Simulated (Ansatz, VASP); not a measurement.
## C: VASP beside Ansatz

The input INCAR:

```
ALGO = Normal
EDIFF = 1E-6
ENCUT = 520
GGA = PE
ISIF = 2
ISMEAR = 0
IVDW = 12
LASPH = True
LCHARG = False
LREAL = False
LWAVE = False
NBANDS = 11
NELM = 60
PREC = Accurate
SIGMA = 0.15
```

KPOINTS

```
k-points
0
Gamma
  21 21 12
```

POSCAR

```
C
1.0
    2.4442033754      0.0000000000      0.0000000000
   -1.2221016877      2.1167422151      0.0000000000
    0.0000000000      0.0000000000      3.5423224241
C
2
Direct
    0.3333333333      0.6666666667      0.0000000000
    0.6666666667      0.3333333333      0.0000000000
```

Input for Ansatz:

```yaml
crystal:
  lattice:
    - [2.4442033754, 0.0, 0.0]
    - [-1.2221016877, 2.1167422151, 0.0]
    - [0.0, 0.0, 3.5423224241]
  atoms:
    - { symbol: C, position: [0.3333333333, 0.6666666667, 0.0] }
    - { symbol: C, position: [0.6666666667, 0.3333333333, 0.0] }
basis:
  ecutwfc: 520.0
kpoints:
  mp_grid: { grid: [21, 21, 12] }
hamiltonian:
  xc: pbe
  pseudopotentials: { kind: paw, azcp: { folder: soft_1 } }
  dispersion: d3bj
scf:
  occupations: { method: gaussian, width: 0.15 }
output:
  forces: true
  stress: true
  eigenvalues: true
```

Change from the starting cell: mode 6 frozen in at +0.000 Å, equal normal strain along x, y and z -0.0083.

Alike in both runs: task single point; functional PBE; dispersion D3(BJ); k mesh 21 × 21 × 12; occupations gaussian, width 0.15 eV; no spin polarisation.

```csv
,VASP,Ansatz
version,VASP 6.6.1,Ansatz 0.2.0
potentials or method,"VASP PAW PBE potentials, release 64 (C), cutoff 520 eV","scalar-relativistic, plane waves, PAW"
valence electrons in the cell,8,8
```

```csv
,VASP,Ansatz,Ansatz less VASP
gap on the k mesh at the Fermi level (eV),none,none,-
pressure (GPa),7.7,7.3,-0.43
"traceless stress, the component that is largest in VASP (GPa)",-7.58,-7.06,+0.519
```

A gap of «none» marks a metal or a gap that the smearing closes.
